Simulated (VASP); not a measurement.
SrO: single point with PBE

SrO:

```xyz
2
Lattice="0.0000 2.5698 2.5698 2.5698 0.0000 2.5698 2.5698 2.5698 0.0000" Properties=species:S:1:pos:R:3 pbc="T T T"
Sr    0.2526    0.2526    0.2526
O     2.5698    2.5698    2.5698
```

This cell differs from its parent crystal: all Sr atoms moved +0.438 Å, as atom 1 along Cartesian [1 1 1].

| Item | Value |
| --- | --- |
| Program | VASP 6.6.1 |
| Task | single point |
| Functional | PBE |
| Potentials or basis | VASP PAW PBE potentials, release 64 (Sr_sv, O) |
| Cutoff | 520 eV |
| k mesh | 8 × 8 × 8 |
| Occupations | gaussian, width 0.05 eV |
| Spin | no spin polarisation |
| Dipole correction | no |
| Further INCAR settings | ALGO = Normal; EDIFF = 1e-07; NBANDS = 15 |

```
Pressure               : 8.7 GPa
Largest force          : 1.188 eV/Å
Band gap on the k mesh : 4.04 eV, indirect (least direct gap 4.26 eV)
```

Forces in eV/Å, atoms in the order of the input:
```
Sr  -0.686 -0.686 -0.686
O    0.686  0.686  0.686
```

Stress tensor (GPa, compression positive):
```
 8.69 -1.41 -1.41
-1.41  8.69 -1.41
-1.41 -1.41  8.69
```

Levels at points of the mesh, in eV from the valence-band top:
| k point | band 5 | band 6 | band 7 | band 8 | band 9 | band 10 | band 11 | band 12 |
| --- | --- | --- | --- | --- | --- | --- | --- | --- |
| (0.00, 0.00, 0.00) | -13.43 | -0.26 | -0.22 | -0.22 | 4.04 | 6.68 | 6.68 | 7.39 |
| (0.50, 0.00, 0.00) | -12.37 | -1.93 | -0.87 | -0.67 | 6.30 | 7.80 | 8.63 | 9.79 |
| (0.50, 0.50, 0.50) | -12.79 | -1.94 | -1.16 | -1.16 | 6.71 | 9.25 | 9.50 | 9.50 |
| (0.50, 0.50, 0.00) | -13.32 | -0.51 | -0.22 | 0.00 | 4.37 | 7.56 | 10.09 | 10.65 |

Wall time 20 s on 1 thread of Intel Xeon 6975P-C (shared host), peak memory 0.18 GiB.

Caveat: the cell differs from its parent crystal (all Sr atoms moved +0.438 Å, as atom 1 along Cartesian [1 1 1]); forces of over 1 eV/Å act on the atoms, so gaps and moduli don't describe the material at rest. A k mesh can miss the band edges.
